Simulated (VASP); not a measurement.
A run of VASP 6.6.1:

File INCAR:

```
ALGO = Normal ; EDIFF = 1E-6
ENCUT = 520 ; GGA = PE
ISIF = 2 ; ISMEAR = -1
LASPH = True ; LCHARG = False
LREAL = False ; LWAVE = False
NBANDS = 14 ; NELM = 60
PREC = Accurate ; SIGMA = 0.08
```

The input KPOINTS:

```
k-points
0
Gamma
  14 14 14
```

Contents of POSCAR:

```
SiNi
1.0
    0.0000000000      2.3220628559      2.3220628559
    2.3220628559      0.0000000000      2.3220628559
    2.3220628559      2.3220628559      0.0000000000
Ni Si
1 1
Direct
    0.0000000000      0.0000000000      0.0000000000
    0.5000000000      0.5000000000      0.5000000000
```

Potentials or basis: VASP PAW PBE potentials, release 64 (Ni, Si).

Run with:

```sh
$ cat potpaw_PBE.64/Ni/POTCAR potpaw_PBE.64/Si/POTCAR > POTCAR
$ mpirun -np 1 vasp_std > vasp.out
```

Hardware: 1 thread of Intel(R) Xeon(R) Platinum 8259CL CPU @ 2.50GHz (Skylake/Cascade Lake), on a shared host.

Problem. Estimate the wall time of this run.

Solution. It took 21 s on 1 thread of Intel(R) Xeon(R) Platinum 8259CL CPU @ 2.50GHz (Skylake/Cascade Lake), on a shared host, peak memory 0.16 GiB. Counts: scf iterations 14, k points 104.
